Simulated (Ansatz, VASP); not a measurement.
# Two plane-wave programs on LiCaF3

File INCAR:

```
ALGO = Normal ; EDIFF = 1E-7
ENCUT = 520 ; GGA = PE
ISIF = 2 ; ISMEAR = 0
LASPH = True ; LCHARG = False
LREAL = False ; LWAVE = False
NBANDS = 25 ; NELM = 60
PREC = Accurate ; SIGMA = 0.05
```

KPOINTS

```
k-points
0
Gamma
  6 6 6
```

POSCAR

```
LiCaF3
1.0
    3.7612440000      0.0000000000      0.0000000000
    0.0000000000      3.7612440000      0.0000000000
    0.0000000000      0.0000000000      3.7612440000
Li Ca F
1 1 3
Direct
    0.5000000000      0.5000000000      0.4468261033
    0.0000000000      0.0000000000      0.0000000000
    0.0000000000      0.5000000000      0.5000000000
    0.5000000000      0.5000000000      0.0000000000
    0.5000000000      0.0000000000      0.5000000000
```

Input for Ansatz:

```yaml
crystal:
  lattice:
    - [3.761244, 0.0, 0.0]
    - [0.0, 3.761244, 0.0]
    - [0.0, 0.0, 3.761244]
  atoms:
    - { symbol: Li, position: [0.5, 0.5, 0.4468261033] }
    - { symbol: Ca, position: [0.0, 0.0, 0.0] }
    - { symbol: F, position: [0.0, 0.5, 0.5] }
    - { symbol: F, position: [0.5, 0.5, 0.0] }
    - { symbol: F, position: [0.5, 0.0, 0.5] }
basis:
  ecutwfc: 420
kpoints:
  mp_grid: { grid: [6, 6, 6] }
hamiltonian:
  xc: pbe
scf:
  occupations: { method: gaussian, width: 0.05 }
output:
  forces: true
  stress: true
  eigenvalues: true
```

Alike in both runs: task single point; functional PBE; k mesh 6 × 6 × 6; occupations gaussian, width 0.05 eV; no spin polarisation.

|  | VASP | Ansatz |
| --- | --- | --- |
| version | VASP 6.6.1 | Ansatz 0.2.0 |
| potentials or method | VASP PAW PBE potentials, release 64 (Li_sv, Ca_sv, F), cutoff 520 eV | scalar-relativistic, plane waves, PAW |
| valence electrons in the cell | 34 | 34 |

|  | VASP | Ansatz | Ansatz less VASP |
| --- | --- | --- | --- |
| gap on the k mesh at the Fermi level (eV) | 6.44 | 6.45 | +0.006 |
| least direct gap on the mesh (eV) | 6.55 | 6.56 | +0.005 |
| rms of the force components (eV/Å) | 0.479 | 0.454 | -0.0247 |

Atom by atom the forces differ by 0.025 eV/Å (rms over components). The functional is the same, so the differences come from potentials, cutoffs and numerics.

Noted on VASP's run: the cutoff is short for stress, so the pressure is rough.
